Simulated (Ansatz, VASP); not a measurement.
# InP: VASP beside Ansatz

```
In P
1.0
     0.00000    2.74177    2.74177
     2.74177    0.00000    2.74177
     2.74177    2.74177    0.00000
In P
1 1
Direct
  0.00000 0.00000 0.00000
  0.25000 0.25000 0.25000
```

Alike in both runs: task single point; functional r2SCAN; k mesh 14 × 14 × 14; occupations gaussian, width 0.05 eV; no spin polarisation.

|  | VASP | Ansatz |
| --- | --- | --- |
| version | VASP 6.6.1 | Ansatz 0.2.0 |
| potentials or method | VASP PAW PBE potentials, release 64 (In_d, P), cutoff 520 eV | scalar-relativistic, plane waves, PAW |
| valence electrons in the cell | 18 | 18 |

|  | VASP | Ansatz | Ansatz less VASP |
| --- | --- | --- | --- |
| gap on the k mesh at the Fermi level (eV) | 1.61 | 1.60 | -0.001 |
| least direct gap on the mesh (eV) | 2.28 | 2.27 | -0.012 |
| pressure (GPa) | 24.8 | 25.0 | +0.24 |

VASP's potentials were made for PBE, not for r2SCAN.
